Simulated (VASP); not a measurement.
**CdGeAs2: single point with r2SCAN**

Crystal: CdGeAs2.

```
CELL_PARAMETERS angstrom
-2.99013 2.99013 5.65021
2.99013 -2.99013 5.65021
2.99013 2.99013 -5.65021
ATOMIC_POSITIONS crystal
Cd 0.25000 0.75000 0.50000
Cd 0.50000 0.50000 0.00000
Ge 0.00000 0.00000 0.00000
Ge 0.75000 0.25000 0.50000
As 0.87500 0.34634 0.97134
As 0.65366 0.62500 0.52866
As 0.37500 0.90366 0.02866
As 0.09634 0.12500 0.47134
```

| Item | Value |
| --- | --- |
| Program | VASP 6.6.1 |
| Task | single point |
| Functional | r2SCAN |
| Potentials or basis | VASP PAW PBE potentials, release 64 (Cd, Ge_d, As) |
| Cutoff | 550 eV |
| k mesh | 12 × 12 × 12 |
| Occupations | gaussian, width 0.01 eV |
| Spin | no spin polarisation |
| Dipole correction | no |
| Further INCAR settings | ALGO = Normal; EDIFF = 1e-06; NBANDS = 46 |

```
Pressure               : 0.2 GPa
Largest force          : 0.006 eV/Å
Band gap on the k mesh : 0.09 eV
```

Forces in eV/Å, atoms in the order of the input:
```
Cd   0.000  0.000  0.000
Cd   0.000  0.000  0.000
Ge   0.000  0.000  0.000
Ge   0.000  0.000  0.000
As  -0.006  0.000  0.000
As   0.000  0.006  0.000
As   0.006  0.000  0.000
As   0.000 -0.006  0.000
```

Levels at points of the mesh, in eV from the valence-band top:
| k point | band 34 | band 35 | band 36 | band 37 | band 38 | band 39 |
| --- | --- | --- | --- | --- | --- | --- |
| (0.00, 0.00, 0.00) | -0.23 | -0.23 | 0.00 | 0.09 | 1.50 | 1.92 |
| (0.50, 0.00, 0.00) | -1.64 | -1.34 | -0.75 | 1.95 | 2.21 | 2.87 |
| (0.50, 0.50, 0.00) | -1.20 | -0.68 | -0.68 | 0.88 | 0.88 | 2.70 |
| (0.50, 0.50, 0.50) | -2.00 | -1.11 | -1.11 | 1.56 | 1.56 | 1.84 |

Wall time 21 min on 4 MPI ranks on AMD EPYC 9R45 (Zen 5), with other jobs on the host, peak memory 1.4 GiB a rank.

Caveat: semilocal functionals underestimate gaps, and a narrow one can read as zero; the PAW data sets were made with another functional, which shifts forces and pressure a little.
